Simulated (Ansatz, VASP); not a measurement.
Two plane-wave programs on CsI

The input INCAR:

```
PREC = Accurate
ENCUT = 500
EDIFF = 1E-6
ISMEAR = 0
SIGMA = 0.01
LREAL = F
LASPH = T
NELM = 120
ALGO = Normal
ISIF = 2
LWAVE = F
LCHARG = T
GGA = PS
LELF = T
LVHAR = T
NBANDS = 15
GGA_COMPAT = F
```

The input KPOINTS:

```
regular mesh
0
Gamma
  5 5 5
```

Contents of POSCAR:

```
CsI
1.0
    4.5667000000      0.0000000000      0.0000000000
    0.0000000000      4.5667000000      0.0000000000
    0.0000000000      0.0000000000      4.5667000000
Cs I
1 1
Direct
    0.0000000000      0.0000000000      0.0000000000
    0.5000000000      0.5000000000      0.5000000000
```

Input for Ansatz:

```yaml
crystal:
  lattice:
    - [4.5667, 0.0, 0.0]
    - [0.0, 4.5667, 0.0]
    - [0.0, 0.0, 4.5667]
  atoms:
    - { symbol: Cs, position: [0.0, 0.0, 0.0] }
    - { symbol: I, position: [0.5, 0.5, 0.5] }
kpoints:
  mp_grid:
    grid: [5, 5, 5]
  band_path:
    path:
      - [0.0, 0.0, 0.0]
      - [0.0, 0.5, 0.0]
      - [0.5, 0.5, 0.0]
      - [0.0, 0.0, 0.0]
      - [0.5, 0.5, 0.5]
      - [0.0, 0.5, 0.0]
    npoints: 4
hamiltonian:
  xc: pbesol
scf:
  max_iter: 150
  n_extra_bands: 6
  mixing:
    algorithm: msr1
    preconditioner: local_kerker
  occupations:
    method: fixed
```

Alike in both runs: task single point; functional PBEsol; k mesh 5 × 5 × 5; no spin polarisation.

|  | VASP | Ansatz |
| --- | --- | --- |
| version | VASP 6.6.1 | Ansatz 0.2.0 |
| potentials or method | VASP PAW PBE potentials, release 64 (Cs_sv, I) | plane waves, PAW |
| plane-wave cutoff (eV) | 500 | 420 |
| occupations | gaussian, width 0.01 eV | fixed |
| valence electrons in the cell | 16 | 26 |

VASP gave:

```
gap on the k mesh at the Fermi level (eV) : 3.75
```

Question: Which values does Ansatz return?

Answer: gap on the k mesh at the Fermi level (eV): 3.76.

VASP's potentials were made for PBE, not for PBEsol. VASP's potentials hold 16 valence electrons a cell and Ansatz's 26, so a difference there can come from the potentials and not from the codes.

Neither program's run includes spin-orbit coupling.
